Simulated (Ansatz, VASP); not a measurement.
# CaO in VASP and in Ansatz

```
CELL_PARAMETERS angstrom
0.00000 2.41500 2.41500
2.41500 0.00000 2.41500
2.41500 2.41500 0.00000
ATOMIC_POSITIONS crystal
Ca 0.00000 0.00000 0.00000
O 0.50000 0.50000 0.50000
```

Alike in both runs: task single point; functional PBE; k mesh 6 × 6 × 6; occupations fermi-dirac, width 0.02 eV; no spin polarisation.

|  | VASP | Ansatz |
| --- | --- | --- |
| version | VASP 6.6.1 | Ansatz 0.2.0 development build |
| potentials or method | VASP PAW PBE potentials, release 64 (Ca_sv, O), cutoff 520 eV | plane waves, all-electron PAW datasets generated for the crystal |

|  | VASP | Ansatz | Ansatz less VASP |
| --- | --- | --- | --- |
| gap on the k mesh at the Fermi level (eV) | 3.64 | 3.65 | +0.015 |

Ansatz ran all-electron here, and VASP with PAW potentials.
